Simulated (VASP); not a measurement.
A run of VASP 6.6.1:

Contents of INCAR:

```
  PREC = Accurate
  ENCUT = 600
  EDIFF = 1E-7
  ISMEAR = -1
  SIGMA = 0.03
  LREAL = F
  LASPH = T
  NELM = 100
  ALGO = Normal
  ISIF = 3
  LWAVE = F
  LCHARG = F
  GGA = PS
  IBRION = 2
  NSW = 100
  EDIFFG = -0.01
```

Contents of KPOINTS:

```
Automatic mesh
0
Gamma
  6 6 4
```

POSCAR

```
CdS
1.0
    3.6358161300      0.0000000000      0.0000000000
   -1.8179080650      3.1487091321      0.0000000000
    0.0000000000      0.0000000000      5.9263802919
Cd S
2 2
Direct
    0.0000000000      0.0000000000      0.0000000000
    0.0000000000      0.0000000000      0.5000000000
    0.3333333333      0.6666666667      0.2500000000
    0.6666666667      0.3333333333      0.7500000000
```

Potentials or basis: VASP PAW PBE potentials, release 64 (Cd, S).

Command:

```sh
$ cat potpaw_PBE.64/Cd/POTCAR potpaw_PBE.64/S/POTCAR > POTCAR
$ mpirun -np 1 vasp_std > vasp.out
```

Hardware: 1 thread of Intel(R) Xeon(R) Platinum 8488C (Sapphire Rapids), with other jobs on the host.

How long does it take, and how much memory?

It took 2 min on 1 thread of Intel(R) Xeon(R) Platinum 8488C (Sapphire Rapids), on a shared host, peak memory 0.21 GiB. Counts: scf iterations 76, k points 21, ion steps 9.
